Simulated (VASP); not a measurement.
Runs of VASP 6.6.1 on Sb. The structure is that of space group Pm-3m (No. 221), or close to it. The cells are those of the table. 

```csv
cell,gap on the mesh (eV),pressure (GPa)
"a = 3.102 Å, 1 atom",none,(a)
"a = 3.189 Å, 1 atom",none,(b)
"a = 3.312 Å, 1 atom",none,-3.4
"a = 3.056 Å, 1 atom",none,8.5
"a = 3.272 Å, 1 atom",none,-2.3
```

Alike in all rows: task single point; level BLYP; potentials or basis VASP PAW PBE potentials, release 64 (Sb); no spin polarisation; k mesh 11 × 11 × 11; cutoff (eV) 500; smearing fermi-dirac 0.1 eV.

Task: Fill in the values left out.

Result: (a) 5.4; (b) 0.7.

Caveats: the PAW data sets were made with another functional, which shifts forces and pressure a little; spin-orbit coupling is left out, which moves the levels of the heavy elements.

A k mesh can miss the band edges, and the runs leave out spin-orbit coupling on Sb.

A gap of «none» marks levels without a gap at the run's occupations.
